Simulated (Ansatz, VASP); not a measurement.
**One calculation of Re, two programs**

Contents of INCAR:

```
SYSTEM = Re
ALGO = Normal ; EDIFF = 1E-7
ENCUT = 520 ; GGA = PE
ISIF = 2 ; ISMEAR = 0
LASPH = .True. ; LCHARG = .False.
LREAL = .False. ; LWAVE = .False.
NBANDS = 22 ; NELM = 100
PREC = Accurate ; SIGMA = 0.1
```

Contents of KPOINTS:

```
k-points
0
Gamma
  6 6 4
  0 0 0
```

Contents of POSCAR:

```
Re
1.0
    1.5452606492     -4.9018842347      0.0000000000
    1.5452606492      4.9018842347      0.0000000000
    0.0000000000      0.0000000000      4.0895719901
Re
4
Direct
    0.0980000000      0.9020000000      0.9100000000
    0.5980000000      0.4020000000      0.5900000000
    0.9020000000      0.0980000000      0.0900000000
    0.4020000000      0.5980000000      0.4100000000
```

Input for Ansatz:

```yaml
crystal:
  lattice:
    - [1.5452606492, -4.9018842347, 0.0]
    - [1.5452606492, 4.9018842347, 0.0]
    - [0.0, 0.0, 4.0895719901]
  atoms:
    - { symbol: Re, position: [0.098, 0.902, 0.91] }
    - { symbol: Re, position: [0.598, 0.402, 0.59] }
    - { symbol: Re, position: [0.902, 0.098, 0.09] }
    - { symbol: Re, position: [0.402, 0.598, 0.41] }
basis:
  ecutwfc: 420
kpoints:
  mp_grid: { grid: [6, 6, 4] }
hamiltonian:
  xc: pbe
scf:
  occupations: { method: gaussian, width: 0.1 }
  lower_state_search: "off"
output:
  forces: true
  stress: true
  eigenvalues: true
```

Alike in both runs: task single point; functional PBE; k mesh 6 × 6 × 4; occupations gaussian, width 0.1 eV; no spin polarisation.

|  | VASP | Ansatz |
| --- | --- | --- |
| version | VASP 6.6.1 | Ansatz 0.2.0 |
| potentials or method | VASP PAW PBE potentials, release 64 (Re), cutoff 520 eV | scalar-relativistic, plane waves, PAW |
| valence electrons in the cell | 28 | 60 |

Ansatz gave:

```
gap on the k mesh at the Fermi level (eV) : none
rms of the force components (eV/Å)        : 13.085
```

Question: Estimate VASP's values.

Answer: gap on the k mesh at the Fermi level (eV): none; rms of the force components (eV/Å): 11.221.

Atom by atom the forces differ by 1.892 eV/Å (rms over components). A gap of «none» marks a metal or a gap that the smearing closes. With one functional, cell and mesh, what is left measures potentials, basis and numerics. VASP's potentials hold 28 valence electrons a cell and Ansatz's 60, so a difference there can come from the potentials and not from the codes.

The k mesh is coarse, so the values compare programs but aren't converged. Neither program's run includes spin-orbit coupling.
